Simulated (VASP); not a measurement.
Write the native input for VASP 6.6.1 that does the following.

- Task: single point
- Functional: r2SCAN
- Potentials or basis: VASP PAW PBE potentials, release 64 (Br)
- Cutoff: 520 eV
- k mesh: 5 × 5 × 5
- Occupations: fermi-dirac, width 0.2 eV
- Spin: no spin polarisation
- Dipole correction: no
- Further INCAR settings: ALGO = Normal; EDIFF = 1e-07; NBANDS = 18

Br:

```
Br
1.0
     4.59760    0.00000    0.00000
     0.00000    4.59760    0.00000
     0.00000    0.00000    4.59760
Br
3
Direct
  0.50000 0.00000 0.00000
  0.00000 0.50000 0.00000
  0.00000 0.00000 0.50000
```

The input as run:

POSCAR

```
Br
1.0
    4.5976000000      0.0000000000      0.0000000000
    0.0000000000      4.5976000000      0.0000000000
    0.0000000000      0.0000000000      4.5976000000
Br
3
Direct
    0.5000000000      0.0000000000      0.0000000000
    0.0000000000      0.5000000000      0.0000000000
    0.0000000000      0.0000000000      0.5000000000
```

INCAR.step1

```
PREC = Accurate
ENCUT = 520
ISMEAR = -1
SIGMA = 0.2
LREAL = False
LASPH = True
NELM = 60
NBANDS = 18
GGA = PE
ALGO = Normal
EDIFF = 1E-4
LWAVE = True
LCHARG = False
```

INCAR.step2

```
PREC = Accurate
ENCUT = 520
EDIFF = 1E-7
ISMEAR = -1
SIGMA = 0.2
LREAL = False
LASPH = True
NELM = 60
ALGO = Normal
ISIF = 2
LWAVE = False
LCHARG = False
METAGGA = R2SCAN
LMIXTAU = True
NBANDS = 18
ISTART = 1
```

KPOINTS

```
Automatic mesh
0
Gamma
  5 5 5
```

Potentials or basis: VASP PAW PBE potentials, release 64 (Br).

Launch:

```sh
$ cat potpaw_PBE.64/Br/POTCAR > POTCAR
$ cp INCAR.step1 INCAR
$ mpirun -np 1 vasp_std > vasp.out
$ cp INCAR.step2 INCAR
$ mpirun -np 1 vasp_std > vasp.out
```

Results of the run:

The pressure is -0.3 GPa.

Caveat: the PAW data sets were made with another functional, which shifts forces and pressure a little; an odd number of electrons without spin polarisation forces a metal; a magnetic or distorted state may lie lower.

Run time: 84 s on 1 thread of AMD EPYC 7R43 64-Core Processor (Zen 3), with other jobs on the host, peak memory 0.18 GiB.
